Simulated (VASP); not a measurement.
Crystal: Ni3Ge.

```
Ni Ge
1.0
     3.53033    0.00000    0.00000
     0.00000    3.53033    0.00000
     0.00000    0.00000    3.53033
Ni Ge
3 1
Direct
  0.50000 0.00000 0.50000
  0.00000 0.50000 0.50000
  0.50000 0.50000 0.00000
  0.00000 0.00000 0.00000
```

Base run:

| Property | Result |
| --- | --- |
| Program | VASP 6.6.1 |
| Functional | r2SCAN |
| Dispersion | D4 |
| Potentials or basis | VASP PAW PBE potentials, release 64 (Ni, Ge_d) |
| Cutoff | 520 eV |
| k mesh | 7 × 7 × 7, shifted |
| Occupations | fermi-dirac, width 0.2 eV |
| Spin | collinear spin, ferromagnetic start |
| Starting moments | [1.65, 1.65, 1.65, 0.48] μB |
| Fixed moment | 5.4 μB |

Its results: pressure 28.1 GPa; site moments Ni +1.51; Ge +0.55 μB.

Question: The run is repeated on the same cell with these changes: fixed moment from 5.4 μB to 1.3 μB; moments at the start from [1.65, 1.65, 1.65, 0.48] to [0.51, 0.51, 0.51, 0.01]. What comes out?

Answer: Pressure 1.4 GPa; site moments Ni +0.44; Ge +0.01 μB.

Caveats: the PAW data sets were made with another functional, which shifts forces and pressure a little; the total moment is fixed, so each spin has its own Fermi level.
